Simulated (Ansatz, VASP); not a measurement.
One calculation of Li2HgBr4, two programs

```
Li Hg Br
1.0
     7.29424    0.00000    0.00000
     0.00000    7.29424    0.00000
     0.00000    0.00000    3.69308
Li Hg Br
2 1 4
Direct
  0.50000 0.00000 0.50000
  0.00000 0.50000 0.50000
  0.00000 0.00000 0.00000
  0.25712 0.74288 0.00000
  0.25712 0.25712 0.00000
  0.74288 0.74288 0.00000
  0.74288 0.25712 0.00000
```

Alike in both runs: task single point; functional r2SCAN; dispersion rVV10; k mesh 4 × 4 × 8; occupations fermi-dirac, width 0.03 eV; no spin polarisation.

```csv
,VASP,Ansatz
version,VASP 6.6.1,Ansatz 0.2.0
potentials or method,"VASP PAW PBE potentials, release 64 (Li_sv, Hg, Br)","plane waves, PAW"
plane-wave cutoff (eV),520,500
valence electrons in the cell,46,54
```

|  | VASP | Ansatz | Ansatz less VASP |
| --- | --- | --- | --- |
| rms of the force components (eV/Å) | 0.027 | 0.000 | -0.0263 |

VASP's potentials were made for PBE, not for r2SCAN. Atom by atom the forces differ by 0.026 eV/Å (rms over components). VASP's potentials hold 46 valence electrons a cell and Ansatz's 54, so a difference there can come from the potentials and not from the codes.

Neither program's run includes spin-orbit coupling. Noted on VASP's run: the cutoff is short for stress, so the pressure is rough.
